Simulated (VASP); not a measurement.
Wanted: the native input for a VASP 6.6.1 run.

- Task: single point
- Functional: PBEsol
- Potentials or basis: VASP PAW PBE potentials, release 64 (C)
- Cutoff: 520 eV
- k mesh: 14 × 14 × 14
- Occupations: gaussian, width 0.02 eV
- Spin: no spin polarisation
- Dipole correction: no
- Further INCAR settings: ALGO = Normal; EDIFF = 1e-06; NBANDS = 11

The structure of C lies in POSCAR:

```
C
1.0
    0.0132004200      2.0229036000      3.2379075600
    1.2091830800     -0.0388095200      3.2674051600
    1.1775203000      2.0510540800     -0.0130424000
C
2
Direct
    0.1499429462      0.8230468985      0.1989400722
    0.8500570538      0.1769531015      0.8010599278
```

This cell differs from its parent crystal: atoms moved at random and the cell strained at random.

One way to write it, as run:

INCAR

```
PREC = Accurate ; ENCUT = 520
EDIFF = 1E-6 ; ISMEAR = 0
SIGMA = 0.02 ; LREAL = False
LASPH = True ; NELM = 60
ALGO = Normal ; ISIF = 2
LWAVE = False ; LCHARG = False
GGA = PS ; NBANDS = 11
```

KPOINTS

```
regular mesh
0
Gamma
  14 14 14
```

Potentials or basis: VASP PAW PBE potentials, release 64 (C).

Command:

```bash
$ cat potpaw_PBE.64/C/POTCAR > POTCAR
$ mpirun -np 1 vasp_std > vasp.out
```

It gave:

| Property | Result |
| --- | --- |
| Pressure | 38.0 GPa |
| Largest force | 6.544 eV/Å |

Caveat: the cell differs from its parent crystal (atoms moved at random and the cell strained at random); the cell stands under pressure; this functional lacks dispersion, which binds the layers, so the pressure and a relaxed spacing across them are unreliable; the PAW data sets were made with another functional, which shifts forces and pressure a little.

It took 6.3 min on 1 thread of Intel Xeon 8259CL, with other jobs on the host, peak memory 0.3 GiB.
